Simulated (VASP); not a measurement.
Here is a VASP 6.6.1 calculation.

INCAR

```
  PREC = Accurate
  ENCUT = 520
  EDIFF = 1E-7
  ISMEAR = 0
  SIGMA = 0.05
  LREAL = False
  LASPH = True
  NELM = 100
  ALGO = Normal
  ISIF = 2
  LWAVE = False
  LCHARG = False
  GGA = PE
  NBANDS = 26
```

Contents of KPOINTS:

```
Automatic mesh
0
Gamma
  6 6 4
```

File POSCAR:

```
CdSe
1.0
    4.2984999142      0.0000000000      0.0000000000
   -2.1492499571      3.7226101239      0.0000000000
    0.0000000000      0.0000000000      7.0152000000
Cd Se
2 2
Direct
    0.6666666667      0.3333333333     -0.0641464249
    0.3333333333      0.6666666667      0.5000000000
    0.6666666667      0.3333333333      0.3750000000
    0.3333333333      0.6666666667      0.8750000000
```

Potentials or basis: VASP PAW PBE potentials, release 64 (Cd, Se).

Launch:

```sh
$ cat potpaw_PBE.64/Cd/POTCAR potpaw_PBE.64/Se/POTCAR > POTCAR
$ mpirun -np 1 vasp_std > vasp.out
```

Q: Predict the band gap on the k mesh.

A: 0.38 eV, direct.

Q: Estimate the largest force.

A: 1.176 eV/Å.

Forces in eV/Å, atoms in the order of the input:
```
Cd   0.000  0.000  1.176
Cd   0.000  0.000 -0.569
Se   0.000  0.000 -0.546
Se   0.000  0.000 -0.062
```

Caveat: the cell differs from its parent crystal (atom 1 (Cd) moved by (+0.000, -0.450) A along x and z); forces of over 1 eV/Å act on the atoms, so gaps and moduli don't describe the material at rest.
